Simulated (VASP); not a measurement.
# Ga in VASP: further runs

Runs on Ga. Level: PBE. Tasks: single point.

All numbers are computed with VASP 6.6.1; they aren't measurements. Logs are shortened: lines on timing, memory, paths and dates and some standing lists are left out, and cuts for length are marked.

## Step 1: The cell of the first run

The typed cell holds 1 atom: a = 3.138 Å, b = 3.136 Å, c = 2.783 Å, α = 63.70°, β = 63.65°, γ = 52.66°.

The cell was built from a structure type or drawn by symmetry, and may not be a known phase.

## Step 2: Single point, PBE

Input file INCAR:

```
SYSTEM = Ga
PREC = Accurate ; ENCUT = 520
EDIFF = 1E-6 ; ISMEAR = 0
SIGMA = 0.1 ; LREAL = .FALSE.
LASPH = .TRUE. ; NELM = 60
ALGO = Fast ; ISIF = 2
LWAVE = .FALSE. ; LCHARG = .FALSE.
GGA = PE ; NBANDS = 12
```

Input file KPOINTS:

```
Automatic mesh
0
G
  8 8 8
  0 0 0
```

Input file POSCAR:

```
Ga
1.0
    0.0000000000      1.9688315591      2.4433671423
    1.9665336533      0.0000000000      2.4433671423
    1.9665336533      1.9688315591      0.0000000000
Ga
1
Direct
    0.5000000000      0.5000000000      0.5000000000
```

Potentials or basis: VASP PAW PBE potentials, release 64 (Ga_d).

Run with:

```console
> cat potpaw_PBE.64/Ga_d/POTCAR > POTCAR
> mpirun -np 1 vasp_std > vasp.out
```

OUTCAR:

```text
SYSTEM = Ga
   PREC = Accurate
   ENCUT = 520
   EDIFF = 1E-6
   ISMEAR = 0
   LREAL = .FALSE.
   LASPH = .TRUE.
   NELM = 60
   ISIF = 2
   GGA = PE

 ion  position               nearest neighbor table
   1  0.500  0.500  0.500-

  LATTYP: Found a face centered orthorhombic cell.
 ALAT       =     3.9330673066
 B/A-ratio  =     1.0011685057
 C/A-ratio  =     1.2424741057

  Lattice vectors:

 A1 = (   0.0000000000,   1.9688315591,   2.4433671423)
 A2 = (   1.9665336533,   0.0000000000,   2.4433671423)
 A3 = (   1.9665336533,   1.9688315591,   0.0000000000)

Analysis of symmetry for initial positions (statically):
=====================================================================
 Subroutine PRICEL returns:
 Original cell was already a primitive cell.

 Routine SETGRP: Setting up the symmetry group for a
 face centered orthorhombic supercell.

 Subroutine GETGRP returns: Found  8 space group operations
 (whereof  8 operations were pure point group operations)
 out of a pool of  8 trial point group operations.

The static configuration has the point symmetry D_2h.

Analysis of symmetry for dynamics (positions and initial velocities):
=====================================================================
 Subroutine PRICEL returns:
 Original cell was already a primitive cell.

 Routine SETGRP: Setting up the symmetry group for a
 face centered orthorhombic supercell.

 Subroutine GETGRP returns: Found  8 space group operations
 (whereof  8 operations were pure point group operations)
 out of a pool of  8 trial point group operations.

The dynamic configuration has the point symmetry D_2h.

 Subroutine INISYM returns: Found  8 space group operations
 (whereof  8 operations are pure point group operations),
 and found     1 'primitive' translations

----------------------------------------------------------------------------------------

                                     Primitive cell

  volume of cell :      18.9203

  direct lattice vectors                    reciprocal lattice vectors
     0.000000000  1.968831559  2.443367142    -0.254254484  0.253957733  0.204635640
     1.966533653  0.000000000  2.443367142     0.254254484 -0.253957733  0.204635640
     1.966533653  1.968831559  0.000000000     0.254254484  0.253957733 -0.204635640

  length of vectors
     3.137887936  3.136446652  2.782723903     0.413540347  0.413540347  0.413540347

  position of ions in fractional coordinates (direct lattice)
     0.500000000  0.500000000  0.500000000

  ion indices of the primitive-cell ions
   primitive index   ion index
                 1           1

----------------------------------------------------------------------------------------

 KPOINTS: Automatic mesh

Automatic generation of k-mesh.
 Grid dimensions read from file:
 generate k-points for:    8    8    8

 Generating k-lattice:

  Cartesian coordinates                     Fractional coordinates (reciprocal lattice)
    -0.031781811  0.031744717  0.025579455     0.125000000 -0.000000000 -0.000000000
     0.031781811 -0.031744717  0.025579455     0.000000000  0.125000000  0.000000000
     0.031781811  0.031744717 -0.025579455     0.000000000  0.000000000  0.125000000

  Length of vectors
     0.051692543  0.051692543  0.051692543

  Shift w.r.t. Gamma in fractional coordinates (k-lattice)
     0.000000000  0.000000000  0.000000000

 Subroutine IBZKPT returns following result:
 ===========================================

 Found     95 irreducible k-points:

 Following reciprocal coordinates:
            Coordinates               Weight
  0.000000  0.000000  0.000000      1.000000
  0.125000  0.000000  0.000000      8.000000
  0.250000  0.000000  0.000000      8.000000
  0.375000  0.000000  0.000000      8.000000
  0.500000  0.000000  0.000000      4.000000
  0.125000  0.125000  0.000000      2.000000
[... 16 lines left out ...]
  0.250000  0.000000  0.125000      8.000000
  0.375000 -0.000000  0.125000      8.000000
 [... further k-points ...]
   k-points           NKPTS =     95   k-points in BZ     NKDIM =     95   number of bands    NBANDS=     12
   number of dos      NEDOS =    301   number of ions     NIONS =      1
   total plane-waves  NPLWV =  13824
   dimension x,y,z NGX =    24 NGY =   24 NGZ =   24
   dimension x,y,z NGXF=    48 NGYF=   48 NGZF=   48
   ions per type =               1
   NGX,Y,Z   is equivalent  to a cutoff of  12.72, 12.72, 14.34 a.u.
   NGXF,Y,Z  is equivalent  to a cutoff of  25.43, 25.44, 28.68 a.u.
 SYSTEM =  Ga
   PREC   = accura    normal or accurate (medium, high low for compatibility)
   ISTART =      0    job   : 0-new  1-cont  2-samecut
   ICHARG =      2    charge: 1-file 2-atom 10-const
   ISPIN  =      1    spin polarized calculation?
   LNONCOLLINEAR =      F non collinear calculations
   LSORBIT =      F    spin-orbit coupling
   LASPH  =      T    aspherical Exc in radial PAW
   ENCUT  =  520.0 eV  38.22 Ry    6.18 a.u.   5.83  5.83  5.17*2*pi/ulx,y,z
   NELM   =     60;   NELMIN=  2; NELMDL= -5     # of ELM steps
   EDIFF  = 0.1E-05   stopping-criterion for ELM
   LREAL  =      F    real-space projection
   EDIFFG = 0.1E-04   stopping-criterion for IOM
   NSW    =      0    number of steps for IOM
   IBRION =     -1    ionic relax: 0-MD 1-quasi-New 2-CG
   NFREE  =      0    steps in history (QN), initial steepest desc. (CG)
   ISIF   =      2    stress and relaxation
   ISYM   =      2    0-nonsym 1-usesym 2-fastsym
   POTIM  = 0.5000    time-step for ionic-motion
   TEBEG  =    0.0;   TEEND  =   0.0 temperature during run
   PSTRESS=    0.0 pullay stress
   NELECT =      13.0000    total number of electrons
   NUPDOWN=      -1.0000    fix difference up-down
   EMIN   =  10.00;   EMAX   =-10.00  energy-range for DOS
   EFERMI =   0.00;   METHOD = LEGACY
   ISMEAR =     0;   SIGMA  =   0.10  broadening in eV -4-tet -1-fermi 0-gaus
   EFERMI_NEDOS =   21; number of points for ismear=-14 and -15
   IALGO  =     68    algorithm
   IMIX   =      4    mixing-type and parameters
     AMIX     =   0.40;   BMIX     =  1.00
     AMIX_MAG =   1.60;   BMIX_MAG =  1.00
  volume/ion in A,a.u.               =      18.92       127.68
  Fermi-wavevector in a.u.,A,eV,Ry     =   1.444596  2.729891 28.393419  2.086857
  Thomas-Fermi vector in A             =   2.562873
   LORBIT       =      0    0 simple, 1 ext, 2 COOP (PROOUT), +10 PAW based schemes
   GGA     = PE    functional components
   LHFCALC =     F    Hartree Fock is set to
   AEXX    =    0.0000 exact exchange contribution
   IVDW    =     0    specifies the selected vdW correction
   LEPSILON=     F    determine dielectric tensor
   LRPA    =     F    only Hartree local field effects (RPA)
 non-spin polarized calculation
 RMM-DIIS sequential band-by-band and
 Gauss-broadening in eV      SIGMA  =   0.10
  energy-cutoff  :      520.00
  volume of cell :       18.92
 maximum number of plane-waves:       534
   NGX = 11   NGY = 11   NGZ = 11

 number of electron      13.0000006 magnetization

 Free energy of the ion-electron system (eV)
  ---------------------------------------------------
  ext. energy  EPLUGINS =         0.00000000
  ---------------------------------------------------
  free energy    TOTEN  =        -2.91743171 eV

  energy without entropy =       -2.91678006  energy(sigma->0) =       -2.91710589

 E-fermi :   5.3813     XC(G=0): -10.9981

 val. band max:        5.3156113273   @ k =  -0.2500   0.2500   0.0000
 cond. band min:       5.5272026107   @ k =   0.5000   0.2500   0.0000
 fundamental gap:      0.2115912834
 Fermi energy:         5.3812557440

 k-point     1 :       0.0000    0.0000    0.0000
  band No.  band energies     occupation
      1      -9.5509      2.00000
      2      -9.4073      2.00000
      3      -9.3233      2.00000
      4      -9.3227      2.00000
      5      -9.1826      2.00000
      6      -5.5062      2.00000
      7      16.8094      0.00000
      8      17.8860      0.00000
      9      17.8908      0.00000
     10      21.2696      0.00000
     11      21.9844      0.00000
     12      22.0965      0.00000

 k-point     2 :       0.1250    0.0000    0.0000
  band No.  band energies     occupation
      1      -9.5254      2.00000
      2      -9.3946      2.00000
      3      -9.3337      2.00000
      4      -9.3107      2.00000
      5      -9.1971      2.00000
      6      -5.0976      2.00000
      7      14.2279      0.00000
      8      15.7857      0.00000
      9      17.7305      0.00000
     10      19.2644      0.00000
     11      21.0311      0.00000
     12      23.4465      0.00000

 k-point     3 :       0.2500    0.0000    0.0000
  band No.  band energies     occupation
      1      -9.4954      2.00000
      2      -9.4072      2.00000
      3      -9.2919      2.00000
      4      -9.2902      2.00000
      5      -9.2229      2.00000
      6      -3.8568      2.00000
      7       9.3288      0.00000
      8      13.9927      0.00000
      9      17.4939      0.00000
     10      17.6212      0.00000
     11      20.8691      0.00000
     12      25.1828      0.00000

 k-point     4 :       0.3750    0.0000    0.0000
  band No.  band energies     occupation
      1      -9.4886      2.00000
      2      -9.4573      2.00000
      3      -9.3022      2.00000
      4      -9.2158      2.00000
      5      -9.1958      2.00000
      6      -1.7789      2.00000
      7       4.9191      2.00000
      8      12.7626      0.00000
      9      16.4760      0.00000
     10      17.8286      0.00000
     11      21.2360      0.00000
     12      23.5912      0.00000

 k-point     5 :       0.5000    0.0000    0.0000
  band No.  band energies     occupation
      1      -9.4892      2.00000
      2      -9.4796      2.00000
      3      -9.3148      2.00000
      4      -9.2052      2.00000
      5      -9.1523      2.00000
      6       0.7141      2.00000
      7       1.6385      2.00000
      8      12.3328      0.00000
      9      16.1426      0.00000
     10      18.0403      0.00000
     11      21.7785      0.00000
     12      22.6680      0.00000
[... 228 lines left out ...]
      1      -9.6310      2.00000
      2      -9.5240      2.00000
      3      -9.1762      2.00000
      4      -9.1759      2.00000
      5      -9.1516      2.00000
      6       0.4183      2.00000
      7       1.6329      2.00000
      8      13.0171      0.00000
      9      13.0239      0.00000
     10      16.0544      0.00000
     11      17.0648      0.00000
     12      38.1336      0.00000

 k-point    22 :       0.1250    0.0000    0.1250
  band No.  band energies     occupation
      1      -9.4846      2.00000
      2      -9.3785      2.00000
      3      -9.3530      2.00000
      4      -9.3143      2.00000
      5      -9.2171      2.00000
      6      -4.8907      2.00000
      7      14.8246      0.00000
      8      15.4390      0.00000
      9      16.0898      0.00000
     10      18.3304      0.00000
     11      20.9700      0.00000
     12      22.6620      0.00000

 k-point    23 :       0.2500    0.0000    0.1250
  band No.  band energies     occupation
      1      -9.4378      2.00000
      2      -9.3947      2.00000
      3      -9.3221      2.00000
      4      -9.2958      2.00000
      5      -9.2506      2.00000
      6      -3.8539      2.00000
      7      10.7671      0.00000
      8      13.6071      0.00000
      9      15.8990      0.00000
     10      18.3098      0.00000
     11      20.5068      0.00000
     12      21.5811      0.00000

 k-point    24 :       0.3750   -0.0000    0.1250
  band No.  band energies     occupation
      1      -9.4429      2.00000
      2      -9.4308      2.00000
      3      -9.3175      2.00000
      4      -9.2643      2.00000
      5      -9.1984      2.00000
      6      -1.9785      2.00000
      7       6.2763      0.00000
      8      12.2069      0.00000
      9      15.7911      0.00000
     10      17.6401      0.00000
     11      19.2071      0.00000
     12      22.9304      0.00000

 [... further k-points ...]

------------------------ aborting loop because EDIFF is reached ----------------------------------------

  FORCE on cell =-STRESS in cart. coord.  units (eV):
  Direction    XX          YY          ZZ          XY          YZ          ZX
  --------------------------------------------------------------------------------------
  -------------------------------------------------------------------------------------
  Total        0.0469962      0.0268100      0.0164100      0.0000000      0.0000000      0.0000000
  in kB        3.9796486      2.2702792      1.3895996      0.0000000      0.0000000      0.0000000
  external PRESSURE =       2.5465092 kB  Pullay stress =       0.0000000 kB

 VOLUME and BASIS-vectors are now :
 -----------------------------------------------------------------------------
  energy-cutoff  :      520.00
  volume of cell :       18.92
      direct lattice vectors                 reciprocal lattice vectors
     0.000000000  1.968831559  2.443367142    -0.254254484  0.253957733  0.204635640
     1.966533653  0.000000000  2.443367142     0.254254484 -0.253957733  0.204635640
     1.966533653  1.968831559  0.000000000     0.254254484  0.253957733 -0.204635640

 POSITION                                       TOTAL-FORCE (eV/Angst)
 -----------------------------------------------------------------------------------
      1.96653      1.96883      2.44337        -0.000000      0.000000      0.000000
 -----------------------------------------------------------------------------------
    total drift:                               -0.000000     -0.000000      0.000000

  FREE ENERGIE OF THE ION-ELECTRON SYSTEM (eV)
  ---------------------------------------------------
  free  energy   TOTEN  =        -2.9174317067 eV

  energy  without entropy=       -2.9167800641  energy(sigma->0) =       -2.91710589
```

Run time: 15 s. Hardware: 1 thread of AMD EPYC 7R13 (Zen 3), shared host; peak memory 0.11 GiB.

What came out:

```yaml
Free_energy: -2.9174 eV
Pressure: 0.3 GPa
Band_gap_on_the_k_mesh: zero (an odd number of electrons rules out a gap without spin polarisation)
```

Levels at points of the mesh, in eV from the Fermi level:
```
           k point  band 4  band 5  band 6  band 7  band 8  band 9
(0.00, 0.00, 0.00)  -14.70  -14.56  -10.89   11.43   12.50   12.51
(0.50, 0.00, 0.00)  -14.59  -14.53   -4.67   -3.74    6.95   10.76
(0.50, 0.50, 0.00)  -14.56  -14.53   -4.96   -3.75    7.64    7.64
(0.50, 0.00, 0.50)  -14.58  -14.43   -1.44   -0.63    3.41    5.16
(0.00, 0.50, 0.50)  -14.58  -14.43   -1.42   -0.60    3.40    5.14
```

## Step 3: Single point, PBE

This run uses another cell than the first one, of the same volume but with other edges.

Input file INCAR:

```
ALGO = Fast
EDIFF = 1E-6
ENCUT = 520
GGA = PE
ISIF = 2
ISMEAR = 0
LASPH = True
LCHARG = False
LREAL = False
LWAVE = False
NBANDS = 12
NELM = 80
PREC = Accurate
SIGMA = 0.1
```

Input file KPOINTS:

```
k-points
0
Gamma
  28 28 28
```

Input file POSCAR:

```
Ga
1.0
   -1.4418934555      1.4418934555      2.2732915331
    1.4418934555     -1.4418934555      2.2732915331
    1.4418934555      1.4418934555     -2.2732915331
Ga
1
Direct
    0.5000000000      0.5000000000      0.0000000000
```

Potentials or basis: VASP PAW PBE potentials, release 64 (Ga_d).

Run with:

```console
> cat potpaw_PBE.64/Ga_d/POTCAR > POTCAR
> mpirun -np 1 vasp_std > vasp.out
```

It took 3.9 min on 1 thread of AMD EPYC 7R13 (Zen 3), shared host; peak memory 0.41 GiB.

The run converged. Its results:

```
Free energy            : -2.8904 eV
Pressure               : 0.1 GPa
Band gap on the k mesh : zero (an odd number of electrons rules out a gap without spin polarisation)
```

Levels at points of the mesh, in eV from the Fermi level:
| k point | band 4 | band 5 | band 6 | band 7 | band 8 | band 9 |
| --- | --- | --- | --- | --- | --- | --- |
| (0.00, 0.00, 0.00) | -14.86 | -14.74 | -11.04 | 12.19 | 12.19 | 12.20 |
| (0.50, 0.00, 0.00) | -14.71 | -14.68 | -4.92 | -3.95 | 8.35 | 11.10 |
| (0.50, 0.50, 0.00) | -14.71 | -14.62 | -2.08 | -1.59 | 4.00 | 4.84 |
| (0.50, 0.50, 0.50) | -14.68 | -14.68 | -3.79 | -3.33 | 6.16 | 6.16 |

## Step 4: Single point, PBE

This run uses another cell than the first one: it holds 8 atoms, not 1.

Input file INCAR:

```
PREC = Accurate
ENCUT = 520
EDIFF = 1E-7
ISMEAR = 0
SIGMA = 0.2
LREAL = False
LASPH = True
NELM = 80
ALGO = Fast
ISIF = 2
LWAVE = False
LCHARG = False
GGA = PE
NBANDS = 62
```

Input file KPOINTS:

```
Automatic mesh
0
Gamma
  6 6 6
```

Input file POSCAR:

```
Ga
1.0
    5.7675738219      0.0000000000      0.0000000000
    0.0000000000      5.7675738219      0.0000000000
   -2.8837869110     -2.8837869110      4.5465830663
Ga
8
Direct
    0.2500000000      0.2500000000      1.0000000000
    0.2500000000      0.2500000000      0.5000000000
    0.7500000000      0.2500000000      0.5000000000
    0.7500000000      0.2500000000      0.0000000000
    0.2500000000      0.7500000000      0.5000000000
    0.2500000000      0.7500000000      0.0000000000
    0.7500000000      0.7500000000      0.0000000000
    0.7500000000      0.7500000000      0.5000000000
```

Run with:

```console
> cat potpaw_PBE.64/Ga_d/POTCAR > POTCAR
> mpirun -np 1 vasp_std > vasp.out
```

It took 5.1 min on 1 thread of AMD EPYC 7R13 (Zen 3), shared host; peak memory 0.38 GiB.

The run converged. Its results:

* Free energy: -23.1123 eV
* Pressure: 0.4 GPa
* Band gap on the k mesh: zero (bands 52 and 53 overlap by 2.77 eV)

Stress tensor (GPa, compression positive):
```
 0.61  0.00  0.00
 0.00  0.61  0.00
 0.00  0.00 -0.01
```

Levels at points of the mesh, in eV from the Fermi level:
```
           k point  band 49  band 50  band 51  band 52  band 53  band 54  band 55  band 56
(0.00, 0.00, 0.00)    -3.93    -3.77    -3.31    -2.06    -2.06    -1.57    -1.57     4.02
(0.50, 0.00, 0.00)    -0.92    -0.92    -0.92    -0.92    -0.14    -0.14     2.06     2.06
(0.50, 0.50, 0.00)    -0.80    -0.80     0.49     0.49     1.64     1.64     2.41     2.41
(0.00, 0.00, 0.50)    -0.07    -0.07    -0.07    -0.07     0.79     0.79     0.79     0.79
```

## Step 5: Overview

```csv
cell,k mesh,smearing,further INCAR settings,gap on the mesh (eV),pressure (GPa)
"a = 3.138, b = 3.136, c = 2.783 Å, angles 63.7, 63.6, 52.7°, 1 atom, atomic positions A",8 × 8 × 8,gaussian 0.1 eV,ALGO = Fast; EDIFF = 1e-06; NBANDS = 12,none,0.3
"a = 3.054 Å, angles 123.7, 123.7, 83.8°, 1 atom, atomic positions A",28 × 28 × 28,gaussian 0.1 eV,ALGO = Fast; EDIFF = 1e-06; NBANDS = 12,none,0.1
"a = 5.768, b = 5.768, c = 6.108 Å, angles 118.2, 118.2, 90.0°, 8 atoms, atomic positions B",6 × 6 × 6,gaussian 0.2 eV,ALGO = Fast; EDIFF = 1e-07; NBANDS = 62,none,0.4
```

Alike in all rows: task single point; level PBE; potentials or basis VASP PAW PBE potentials, release 64 (Ga_d); no spin polarisation; cutoff (eV) 520.

Total energies depend on the potentials used, so only differences within one code and one set of settings carry meaning.
